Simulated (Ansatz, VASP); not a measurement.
# BN: VASP beside Ansatz

```
B N
1.0
     2.54397    0.00000    0.00000
    -1.27198    2.20314    0.00000
     0.00000    0.00000    4.20774
B N
2 2
Direct
  0.66667 0.33333 0.99980
  0.33333 0.66667 0.49980
  0.66667 0.33333 0.62520
  0.33333 0.66667 0.12520
```

Alike in both runs: functional r2SCAN; k mesh 12 × 12 × 6; occupations gaussian, width 0.02 eV; no spin polarisation.

Ansatz relaxed the structure, and its values are those at the end. VASP's run is a single point on that final structure, the one shown.

|  | VASP | Ansatz |
| --- | --- | --- |
| version | VASP 6.6.1 | Ansatz 0.2.0 |
| potentials or method | VASP PAW PBE potentials, release 64 (B, N), cutoff 520 eV | scalar-relativistic, plane waves, PAW |
| valence electrons in the cell | 16 | 16 |

VASP gave:

| Item | Value |
| --- | --- |
| gap on the k mesh at the Fermi level (eV) | 5.72 |
| least direct gap on the mesh (eV) | 8.98 |
| pressure (GPa) | 1.1 |

Which values does Ansatz return?

gap on the k mesh at the Fermi level (eV): 5.75; least direct gap on the mesh (eV): 9.01; pressure (GPa): 0.0.

VASP's potentials were made for PBE, not for r2SCAN.
